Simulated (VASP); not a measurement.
## KNaICl: single point with LDA

The system is KNaICl.

```
K Na I Cl
1.0
     4.90506    0.00000    0.00000
     0.00000    4.11574    0.00000
     0.00000    0.00000    6.81906
K Na I Cl
1 1 1 1
Direct
  0.50000 0.50000 0.50000
  0.00000 0.00000 0.00000
  0.50000 0.50000 0.00000
  0.00000 0.00000 0.50000
```

This cell differs from its parent crystal: strain +0.0875 x Voigt [1, -1, 0, 0, 0, 0].

```yaml
Program: VASP 6.6.1
Task: single point
Functional: LDA
Potentials_or_basis: VASP PAW LDA potentials, release 64 (K_sv, Na_pv, I, Cl)
Cutoff: 520 eV
k_mesh: 6 × 6 × 4
Occupations: gaussian, width 0.05 eV
Spin: no spin polarisation
Dipole_correction: no
Further_INCAR_settings: ALGO = Normal; EDIFF = 1e-06; NBANDS = 23
```

```json
{
  "Pressure": "-2.0 GPa",
  "Band gap on the k mesh": "3.04 eV (least direct gap 3.06 eV)"
}
```

Stress tensor (GPa, compression positive):
```
-3.53  0.00  0.00
 0.00 -0.47  0.00
 0.00  0.00 -1.93
```

Levels at points of the mesh, in eV from the valence-band top:
```tsv
k point	band 11	band 12	band 13	band 14	band 15	band 16	band 17	band 18	band 19	band 20
(0.00, 0.00, 0.00)	-1.28	-0.86	-0.64	-0.60	-0.01	3.04	4.83	5.98	6.55	7.18
(0.50, 0.00, 0.00)	-1.61	-1.32	-1.06	-0.75	0.00	5.49	5.69	6.00	6.82	8.03
(0.00, 0.50, 0.00)	-1.65	-1.26	-1.18	-0.81	-0.81	5.26	5.49	6.28	6.92	6.93
(0.50, 0.50, 0.00)	-1.74	-1.11	-1.09	-1.08	-0.68	4.09	5.00	5.36	6.56	8.51
(0.00, 0.00, 0.50)	-1.35	-1.11	-1.06	-0.62	-0.06	3.94	5.14	6.05	6.24	7.87
(0.50, 0.00, 0.50)	-1.93	-0.96	-0.92	-0.75	-0.01	4.79	5.59	7.00	7.06	7.86
(0.00, 0.50, 0.50)	-1.81	-1.26	-0.95	-0.88	-0.82	4.96	4.97	6.72	7.25	8.05
(0.50, 0.50, 0.50)	-1.57	-1.35	-1.19	-1.16	-0.99	4.68	6.24	6.70	6.81	6.83
```

Run time: 2.1 min on 1 thread of Oxide Virtual Turin-like Processor, with other jobs on the host, peak memory 0.27 GiB.

Caveat: the cell differs from its parent crystal (strain +0.0875 x Voigt [1, -1, 0, 0, 0, 0]); spin-orbit coupling is left out, which moves the levels of the heavy elements. A k mesh can miss the band edges.
